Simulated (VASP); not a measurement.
# BaTiO3 in VASP: settings compared

Aim: see how the results for BaTiO3 move with the level of theory and the settings. Levels: LDA, LDA+U, r2SCAN. Tasks: single point.

Everything below comes from runs of VASP 6.6.1. Logs are shortened: lines on timing, memory, paths and dates and some standing lists are left out, and cuts for length are marked.

## Step 1: The cell of the first run

The typed cell holds 10 atoms: a = 3.944 Å, b = 5.576 Å, c = 5.583 Å, α = 90.00°, β = 89.90°, γ = 90.00°.

## Step 2: Single point, LDA

File INCAR:

```
SYSTEM = BaTiO3
ALGO = Normal
EDIFF = 1E-6
ENCUT = 600
GGA_COMPAT = .False.
ISIF = 2
ISMEAR = -1
LASPH = .True.
LCHARG = .False.
LREAL = .False.
LWAVE = .False.
NBANDS = 51
NELM = 120
PREC = Accurate
SIGMA = 0.05
```

File KPOINTS:

```
k-points
0
Gamma
  7 5 5
  0 0 0
```

File POSCAR:

```
BaTiO3
1.0
   -2.7905738249     -1.6111523470     -2.2744894371
    2.7880402674     -4.8292190238      0.0001058137
   -2.7947629575     -1.6137211671      4.5558990961
Ba Ti O
2 2 6
Direct
    0.0088999479      1.0000097965      1.0005293608
    1.0089005273      0.5000156573      0.5005180487
    0.5175297152      1.0000324683      0.5093619760
    0.5175173533      0.5000248699      0.0093545023
    0.4996865389      0.2478426361      0.7388906994
    0.4996885692      0.7478221846      0.2389088802
    0.4996719081      0.7521449041      0.7389136586
    0.4996704216      0.2521258640      0.2389010769
    0.9955163490     -0.0000110908      0.4910030855
   -0.0044813305      0.4999927099     -0.0089812885
```

Potentials or basis: VASP PAW LDA potentials, release 64 (Ba_sv, Ti_sv, O).

Launch:

```
> cat potpaw_LDA.64/Ba_sv/POTCAR potpaw_LDA.64/Ti_sv/POTCAR potpaw_LDA.64/O/POTCAR > POTCAR
> mpirun -np 1 vasp_std > vasp.out
```

OUTCAR:

```text
SYSTEM = BaTiO3
   EDIFF = 1E-6
   ENCUT = 600
   ISIF = 2
   ISMEAR = -1
   LASPH = .True.
   LREAL = .False.
   NELM = 120
   PREC = Accurate

 ion  position               nearest neighbor table
   1  0.009  0.000  0.001-   9 2.74   8 2.74   6 2.74   8 2.79   6 2.79  10 2.79  10 2.79   5 2.79
                             7 2.79   5 2.84   7 2.84   9 2.85   3 3.36   3 3.40   4 3.40   4 3.40
   2  0.009  0.500  0.501-  10 2.74   7 2.74   5 2.74   5 2.79   7 2.79   9 2.79   9 2.79   6 2.79
                             8 2.79   6 2.84   8 2.84  10 2.85   4 3.36   4 3.39   3 3.40   3 3.40
   3  0.518  0.000  0.509-   5 1.89   7 1.89   9 1.89   9 2.06   8 2.06   6 2.06   1 3.36   1 3.40
                             2 3.40   2 3.40   2 3.44   2 3.44   1 3.44   1 3.48
   4  0.518  0.500  0.009-   6 1.89   8 1.89  10 1.89  10 2.06   7 2.06   5 2.06   2 3.36   2 3.39
                             1 3.40   1 3.40   1 3.44   1 3.44   2 3.44   2 3.48
   5  0.500  0.248  0.739-   3 1.89   4 2.06   2 2.74   2 2.79   1 2.79   1 2.84
   6  0.500  0.748  0.239-   4 1.89   3 2.06   1 2.74   1 2.79   2 2.79   2 2.84
   7  0.500  0.752  0.739-   3 1.89   4 2.06   2 2.74   2 2.79   1 2.79   1 2.84
   8  0.500  0.252  0.239-   4 1.89   3 2.06   1 2.74   1 2.79   2 2.79   2 2.84
   9  0.996  1.000  0.491-   3 1.89   3 2.06   1 2.74   2 2.79   2 2.79   1 2.85
  10  0.996  0.500  0.991-   4 1.89   4 2.06   2 2.74   1 2.79   1 2.79   2 2.85

  LATTYP: Found a triclinic cell.
 ALAT       =     7.8910521628
 B/A-ratio  =     0.7066543695
 C/A-ratio  =     0.8655867633
 COS(alpha) =     0.0000380350
 COS(beta)  =     0.5776708688
 COS(gamma) =     0.7066903532

  Lattice vectors:

 A1 = (  -0.0067226901,  -6.4429401909,   4.5560049098)
 A2 = (   2.7880402674,  -4.8292190238,   0.0001058137)
 A3 = (  -0.0041891326,  -0.0025688201,   6.8303885332)

Analysis of symmetry for initial positions (statically):
=====================================================================
 Subroutine PRICEL returns:
 Original cell was already a primitive cell.

 Routine SETGRP: Setting up the symmetry group for a
 triclinic supercell.

 Subroutine GETGRP returns: Found  1 space group operations
 (whereof  1 operations were pure point group operations)
 out of a pool of  2 trial point group operations.

The static configuration has the point symmetry C_1 .

Analysis of symmetry for dynamics (positions and initial velocities):
=====================================================================
 Subroutine PRICEL returns:
 Original cell was already a primitive cell.

 Routine SETGRP: Setting up the symmetry group for a
 triclinic supercell.

 Subroutine GETGRP returns: Found  1 space group operations
 (whereof  1 operations were pure point group operations)
 out of a pool of  2 trial point group operations.

The dynamic configuration has the point symmetry C_1 .

 Subroutine INISYM returns: Found  1 space group operations
 (whereof  1 operations are pure point group operations),
 and found     1 'primitive' translations

----------------------------------------------------------------------------------------

                                     Primitive cell

  volume of cell :     122.7924

  direct lattice vectors                    reciprocal lattice vectors
    -2.790573825 -1.611152347 -2.274489437    -0.179174430 -0.103445512 -0.146553350
     2.788040267 -4.829219024  0.000105814     0.089668713 -0.155304618 -0.000003413
    -2.794762958 -1.613721167  4.555899096    -0.089453218 -0.051640584  0.146330272

  length of vectors
     3.944162314  5.576246491  5.583100623     0.253539612  0.179332101  0.179112191

  position of ions in fractional coordinates (direct lattice)
     0.008899948  0.000009797  0.000529361
     0.008900527  0.500015657  0.500518049
     0.517529715  0.000032468  0.509361976
     0.517517353  0.500024870  0.009354502
     0.499686539  0.247842636  0.738890699
     0.499688569  0.747822185  0.238908880
     0.499671908  0.752144904  0.738913659
     0.499670422  0.252125864  0.238901077
     0.995516349  0.999988909  0.491003085
     0.995518670  0.499992710  0.991018711

  ion indices of the primitive-cell ions
   primitive index   ion index
                 1           1
                 2           2
                 3           3
                 4           4
                 5           5
                 6           6
                 7           7
                 8           8
                 9           9
                10          10

----------------------------------------------------------------------------------------

 KPOINTS: k-points

Automatic generation of k-mesh.
 Grid dimensions read from file:
 generate k-points for:    7    5    5

 Generating k-lattice:

  Cartesian coordinates                     Fractional coordinates (reciprocal lattice)
    -0.025596347 -0.014777930 -0.020936193     0.142857143  0.000000000 -0.000000000
     0.017933743 -0.031060924 -0.000000683    -0.000000000  0.200000000 -0.000000000
    -0.017890644 -0.010328117  0.029266054     0.000000000  0.000000000  0.200000000

  Length of vectors
     0.036219945  0.035866420  0.035822438

  Shift w.r.t. Gamma in fractional coordinates (k-lattice)
     0.000000000  0.000000000  0.000000000

 Subroutine IBZKPT returns following result:
 ===========================================

 Found     88 irreducible k-points:

 Following reciprocal coordinates:
            Coordinates               Weight
  0.000000  0.000000  0.000000      1.000000
  0.142857 -0.000000 -0.000000      2.000000
  0.285714 -0.000000  0.000000      2.000000
  0.428571 -0.000000  0.000000      2.000000
 -0.000000  0.200000  0.000000      2.000000
  0.142857  0.200000 -0.000000      2.000000
[... 16 lines left out ...]
 -0.428571  0.000000  0.200000      2.000000
 -0.285714 -0.000000  0.200000      2.000000
 [... further k-points ...]
   k-points           NKPTS =     88   k-points in BZ     NKDIM =     88   number of bands    NBANDS=     51
   number of dos      NEDOS =    301   number of ions     NIONS =     10
   total plane-waves  NPLWV =  73728
   dimension x,y,z NGX =    32 NGY =   48 NGZ =   48
   dimension x,y,z NGXF=    64 NGYF=   96 NGZF=   96
   ions per type =               2   2   6
   NGX,Y,Z   is equivalent  to a cutoff of  13.49, 14.31, 14.29 a.u.
   NGXF,Y,Z  is equivalent  to a cutoff of  26.98, 28.62, 28.59 a.u.
 SYSTEM =  BaTiO3
   PREC   = accura    normal or accurate (medium, high low for compatibility)
   ISTART =      0    job   : 0-new  1-cont  2-samecut
   ICHARG =      2    charge: 1-file 2-atom 10-const
   ISPIN  =      1    spin polarized calculation?
   LNONCOLLINEAR =      F non collinear calculations
   LSORBIT =      F    spin-orbit coupling
   LASPH  =      T    aspherical Exc in radial PAW
   ENCUT  =  600.0 eV  44.10 Ry    6.64 a.u.   7.88 11.14 11.15*2*pi/ulx,y,z
   NELM   =    120;   NELMIN=  2; NELMDL= -5     # of ELM steps
   EDIFF  = 0.1E-05   stopping-criterion for ELM
   LREAL  =      F    real-space projection
   EDIFFG = 0.1E-04   stopping-criterion for IOM
   NSW    =      0    number of steps for IOM
   IBRION =     -1    ionic relax: 0-MD 1-quasi-New 2-CG
   NFREE  =      0    steps in history (QN), initial steepest desc. (CG)
   ISIF   =      2    stress and relaxation
   ISYM   =      2    0-nonsym 1-usesym 2-fastsym
   POTIM  = 0.5000    time-step for ionic-motion
   TEBEG  =    0.0;   TEEND  =   0.0 temperature during run
   PSTRESS=    0.0 pullay stress
   NELECT =      80.0000    total number of electrons
   NUPDOWN=      -1.0000    fix difference up-down
   EMIN   =  10.00;   EMAX   =-10.00  energy-range for DOS
   EFERMI =   0.00;   METHOD = LEGACY
   ISMEAR =    -1;   SIGMA  =   0.05  broadening in eV -4-tet -1-fermi 0-gaus
   EFERMI_NEDOS =   21; number of points for ismear=-14 and -15
   IALGO  =     38    algorithm
   IMIX   =      4    mixing-type and parameters
     AMIX     =   0.40;   BMIX     =  1.00
     AMIX_MAG =   1.60;   BMIX_MAG =  1.00
  volume/ion in A,a.u.               =      12.28        82.86
  Fermi-wavevector in a.u.,A,eV,Ry     =   1.419213  2.681924 27.404392  2.014166
  Thomas-Fermi vector in A             =   2.540257
   LORBIT       =      0    0 simple, 1 ext, 2 COOP (PROOUT), +10 PAW based schemes
   GGA     = CA    functional components
   LHFCALC =     F    Hartree Fock is set to
   AEXX    =    0.0000 exact exchange contribution
   IVDW    =     0    specifies the selected vdW correction
   LEPSILON=     F    determine dielectric tensor
   LRPA    =     F    only Hartree local field effects (RPA)
 non-spin polarized calculation
  energy-cutoff  :      600.00
  volume of cell :      122.79
 maximum number of plane-waves:      4143
   NGX = 15   NGY = 23   NGZ = 23

 number of electron      79.9999994 magnetization

 Free energy of the ion-electron system (eV)
  ---------------------------------------------------
  ext. energy  EPLUGINS =         0.00000000
  ---------------------------------------------------
  free energy    TOTEN  =       -88.33148252 eV

  energy without entropy =      -88.33148252  energy(sigma->0) =      -88.33148252

 E-fermi :   4.9084     XC(G=0): -11.9536

 val. band max:        3.8249136010   @ k =   0.4286  -0.0000   0.0000
 cond. band min:       5.9217258513   @ k =   0.0000   0.0000   0.0000
 fundamental gap:      2.0968122503
 Fermi energy:         4.9084365058

 k-point     1 :       0.0000    0.0000    0.0000
  band No.  band energies     occupation
      1     -51.6953      2.00000
      2     -51.6925      2.00000
      3     -28.4250      2.00000
      4     -28.4199      2.00000
      5     -28.3622      2.00000
      6     -28.3614      2.00000
[... 43 lines left out ...]
     50       8.8079      0.00000
     51       9.1426      0.00000
[... 1240 lines left out ...]
     50      10.6505      0.00000
     51      10.7550      0.00000

 [... further k-points ...]

------------------------ aborting loop because EDIFF is reached ----------------------------------------

  FORCE on cell =-STRESS in cart. coord.  units (eV):
  Direction    XX          YY          ZZ          XY          YZ          ZX
  --------------------------------------------------------------------------------------
  -------------------------------------------------------------------------------------
  Total        1.7621561      1.7803558      1.7828710     -0.0158933      0.0061359      0.0111585
  in kB       22.9923497     23.2298168     23.2626355     -0.2073731      0.0800606      0.1455946
  external PRESSURE =      23.1616007 kB  Pullay stress =       0.0000000 kB

 VOLUME and BASIS-vectors are now :
 -----------------------------------------------------------------------------
  energy-cutoff  :      600.00
  volume of cell :      122.79
      direct lattice vectors                 reciprocal lattice vectors
    -2.790573825 -1.611152347 -2.274489437    -0.179174430 -0.103445512 -0.146553350
     2.788040267 -4.829219024  0.000105814     0.089668713 -0.155304618 -0.000003413
    -2.794762958 -1.613721167  4.555899096    -0.089453218 -0.051640584  0.146330272

 POSITION                                       TOTAL-FORCE (eV/Angst)
 -----------------------------------------------------------------------------------
     -0.02629     -0.01524     -0.01783         0.027843      0.016260     -0.012174
     -0.02960     -3.23672      2.26012         0.027718      0.016136     -0.011885
     -2.86766     -1.65594      1.14349         0.071332      0.041896     -0.031145
     -0.07622     -3.26362     -1.13442         0.070896      0.040830     -0.030369
     -2.76844     -3.19432      2.22981        -0.011949     -0.044571      0.031971
      0.02285     -4.80200     -0.04801        -0.011518     -0.044291      0.031360
     -1.36245     -5.62972      2.23000        -0.044462      0.011943      0.031542
     -1.35910     -2.40814     -0.04806        -0.044063      0.011508      0.031292
     -1.36229     -7.22544     -0.02723        -0.043065     -0.025150     -0.020025
     -4.15373     -5.61773      2.25074        -0.042732     -0.024562     -0.020568
 -----------------------------------------------------------------------------------
    total drift:                               -0.000118     -0.000118      0.000438

  FREE ENERGIE OF THE ION-ELECTRON SYSTEM (eV)
  ---------------------------------------------------
  free  energy   TOTEN  =       -88.3314825165 eV

  energy  without entropy=      -88.3314825163  energy(sigma->0) =      -88.33148252
```

Run time: 7.8 min. Hardware: 1 thread of Intel Xeon Platinum 8488C (Sapphire Rapids), shared host; peak memory 0.61 GiB.

What came out:

```yaml
Free_energy: -88.3315 eV
Pressure: 2.3 GPa
Largest_force: 0.088 eV/Å
Band_gap_on_the_k_mesh: 2.10 eV
```

Forces on the atoms (eV/Å):
```
Ba   0.028  0.016 -0.012
Ba   0.028  0.016 -0.012
Ti   0.071  0.042 -0.031
Ti   0.071  0.041 -0.030
O   -0.012 -0.045  0.032
O   -0.012 -0.044  0.031
O   -0.044  0.012  0.032
O   -0.044  0.012  0.031
O   -0.043 -0.025 -0.020
O   -0.043 -0.025 -0.021
```

Caveat: spin-orbit coupling is left out, which moves the levels of the heavy elements. A hybrid or GW would open this gap; LDA tends to underestimate it.

## Step 3: Single point, LDA+U

File INCAR:

```
SYSTEM = BaTiO3
ALGO = Normal ; EDIFF = 1E-6
ENCUT = 600 ; GGA_COMPAT = .FALSE.
ISIF = 2 ; ISMEAR = -1
KPAR = 4 ; LASPH = .TRUE.
LCHARG = .FALSE. ; LDAU = .TRUE.
LDAUJ = 0 0 0 ; LDAUL = -1 2 -1
LDAUPRINT = 1 ; LDAUTYPE = 2
LDAUU = 0 5 0 ; LMAXMIX = 4
LREAL = .FALSE. ; LWAVE = .FALSE.
NBANDS = 51 ; NELM = 200
PREC = Accurate ; SIGMA = 0.05
```

File KPOINTS:

```
k-points
0
G
  7 5 5
  0 0 0
```

File POSCAR:

```
BaTiO3
1.0
   -2.7910396339     -1.6114064674     -2.2788747813
    2.7909910008     -4.8340795864     -0.0000391568
   -2.7909885223     -1.6113213674      4.5576272633
Ba Ti O
2 2 6
Direct
    0.0042818453      1.0000074741      0.9957187615
    1.0042706296      0.4999976114      0.4957177718
    0.5043205370      1.0000171094      0.4957040558
    0.5043347698      0.5000164386     -0.0042980187
    0.5042242312      0.2499743923      0.7457774043
    0.5042481775      0.7500157081      0.2457381223
    0.5042518955      0.7499670342      0.7457488503
    0.5042398931      0.2500143864      0.2457816986
    1.0042148637     -0.0000000848      0.4957546619
    0.0042131572      0.4999899304     -0.0042433078
```

Potentials or basis: VASP PAW LDA potentials, release 64 (Ba_sv, Ti_sv, O).

Launch:

```
> cat potpaw_LDA.64/Ba_sv/POTCAR potpaw_LDA.64/Ti_sv/POTCAR potpaw_LDA.64/O/POTCAR > POTCAR
> mpirun -np 4 vasp_std > vasp.out
```

It took 2.5 min on 4 MPI ranks of Intel Xeon Platinum 8375C at 2.90GHz (Ice Lake), shared host; peak memory 0.61 GiB.

Results (log left out):

| Property | Result |
| --- | --- |
| Free energy | -81.4741 eV |
| Pressure | 5.0 GPa |
| Largest force | 0.004 eV/Å |
| Band gap on the k mesh | 2.34 eV |

Forces in eV/Å, atoms in the order of the input:
```
Ba   0.000  0.000  0.000
Ba   0.000 -0.001  0.000
Ti   0.000  0.002  0.003
Ti   0.001  0.001  0.003
O    0.000  0.000 -0.001
O    0.000  0.000  0.000
O    0.002 -0.001 -0.001
O    0.001  0.000 -0.001
O   -0.002 -0.001 -0.002
O   -0.002 -0.001 -0.002
```

Levels at points of the mesh, in eV from the valence-band top:
| k point | band 37 | band 38 | band 39 | band 40 | band 41 | band 42 | band 43 | band 44 |
| --- | --- | --- | --- | --- | --- | --- | --- | --- |
| (0.00, 0.00, 0.00) | -0.15 | -0.15 | -0.15 | -0.09 | 2.34 | 2.34 | 2.34 | 4.26 |

Eigenvalues of the final occupation matrices:
```tsv
site	spin	trace	eigenvalues
site 3 d	1	0.81	0.10 0.10 0.10 0.25 0.25
site 3 d	2	0.81	0.10 0.10 0.10 0.25 0.25
site 4 d	1	0.81	0.10 0.10 0.10 0.25 0.25
site 4 d	2	0.81	0.10 0.10 0.10 0.25 0.25
```

Caveat: the cell stands under pressure; spin-orbit coupling is left out, which moves the levels of the heavy elements. A k mesh can miss the band edges.

(Part 1 of 2 ends here.)
